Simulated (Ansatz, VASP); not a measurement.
## Two plane-wave programs on AlAs

The input INCAR:

```
PREC     = Accurate       # precision mode
ENCUT    = 500            # plane-wave cutoff, eV
EDIFF    = 1E-6           # SCF threshold, eV
ISMEAR   = 0              # smearing method
SIGMA    = 0.1            # smearing width, eV
LREAL    = F              # projectors in reciprocal space
LASPH    = T              # aspherical terms in the spheres
NELM     = 120            # most SCF steps
ALGO     = Normal         # electronic algorithm
ISIF     = 2              # what is computed and relaxed
LWAVE    = F              # write WAVECAR
LCHARG   = F              # write CHGCAR
GGA      = CA             # functional
NBANDS   = 11             # bands
GGA_COMPAT= F
```

KPOINTS

```
Automatic mesh
0
Gamma
  6 6 6
```

File POSCAR:

```
AlAs
1.0
    0.0000000000      2.8400000000      2.8400000000
    2.8400000000      0.0000000000      2.8400000000
    2.8400000000      2.8400000000      0.0000000000
Al As
1 1
Direct
    0.0000000000      0.0000000000      0.0000000000
    0.2500000000      0.2500000000      0.2500000000
```

Input for Ansatz:

```yaml
crystal:
  lattice:
    - [0.0, 2.84, 2.84]
    - [2.84, 0.0, 2.84]
    - [2.84, 2.84, 0.0]
  atoms:
    - { symbol: Al, position: [0.0, 0.0, 0.0] }
    - { symbol: As, position: [0.25, 0.25, 0.25] }
basis:
  ecutwfc: 420
kpoints:
  mp_grid: { grid: [6, 6, 6] }
hamiltonian:
  xc: lda
  pseudopotentials: { kind: paw, azcp: { folder: soft_1 } }
scf:
  occupations: { method: gaussian, width: 0.1 }
output:
  forces: true
  stress: true
  eigenvalues: true
```

Alike in both runs: task single point; functional LDA; k mesh 6 × 6 × 6; occupations gaussian, width 0.1 eV; no spin polarisation.

|  | VASP | Ansatz |
| --- | --- | --- |
| version | VASP 6.6.1 | Ansatz 0.2.0 |
| potentials or method | VASP PAW LDA potentials, release 64 (Al, As), cutoff 500 eV | scalar-relativistic, plane waves, PAW |
| valence electrons in the cell | 8 | 18 |

|  | VASP | Ansatz | Ansatz less VASP |
| --- | --- | --- | --- |
| gap on the k mesh at the Fermi level (eV) | 1.35 | 1.36 | +0.013 |
| least direct gap on the mesh (eV) | 1.80 | 1.77 | -0.033 |
| pressure (GPa) | -1.6 | -1.9 | -0.32 |

Ansatz warns that its potentials were made for another functional, while VASP's fit it. LDA's correlation is that of Perdew and Zunger in VASP and of Perdew and Wang (1992) in Ansatz. VASP's potentials hold 8 valence electrons a cell and Ansatz's 18, so a difference there can come from the potentials and not from the codes.
